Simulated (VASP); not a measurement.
Write the native input for VASP 6.6.1 that does the following.

- Task: single point
- Functional: PBE
- Potentials or basis: VASP PAW PBE potentials, release 64 (Zn, Cd, Te)
- Cutoff: 520 eV
- k mesh: 8 × 8 × 8
- Occupations: gaussian, width 0.02 eV
- Spin: no spin polarisation
- Dipole correction: no
- Further INCAR settings: ALGO = Normal; EDIFF = 1e-06; NBANDS = 36

The structure of ZnCd2Te3 lies in POSCAR:

```
ZnCd2Te3
1.0
   -2.2823936227      2.2823936227      9.7670277193
    2.2823936227     -2.2823936227      9.7670277193
    2.2823936227      2.2823936227     -9.7670277193
Zn Cd Te
1 2 3
Direct
    0.5000000000      0.5000000000      0.0000000000
    0.8373437951      0.8373437951      0.0000000000
    0.1626562049      0.1626562049      0.0000000000
    0.5748615346      0.0748615346      0.5000000000
    0.2500000000      0.7500000000      0.5000000000
    0.9251384654      0.4251384654      0.5000000000
```

These files were run (other wordings do the same):

INCAR

```
SYSTEM = ZnCd2Te3
PREC = Accurate
ENCUT = 520
EDIFF = 1E-6
ISMEAR = 0
SIGMA = 0.02
LREAL = .FALSE.
LASPH = .TRUE.
NELM = 80
ALGO = Normal
ISIF = 2
LWAVE = .FALSE.
LCHARG = .FALSE.
GGA = PE
NBANDS = 36
```

KPOINTS

```
regular mesh
0
G
  8 8 8
  0 0 0
```

Potentials or basis: VASP PAW PBE potentials, release 64 (Zn, Cd, Te).

Run with:

```sh
$ cat potpaw_PBE.64/Zn/POTCAR potpaw_PBE.64/Cd/POTCAR potpaw_PBE.64/Te/POTCAR > POTCAR
$ mpirun -np 1 vasp_std > vasp.out
```

Results of the run:

The pressure is 0.1 GPa. The largest force is 0.005 eV/Å and the band gap on the k mesh is 0.66 eV.

Caveat: spin-orbit coupling is left out, which moves the levels of the heavy elements.

Wall time 25 min on 1 thread of AMD EPYC 9R45 96-Core Processor (Zen 5), on a shared host, peak memory 1.1 GiB.
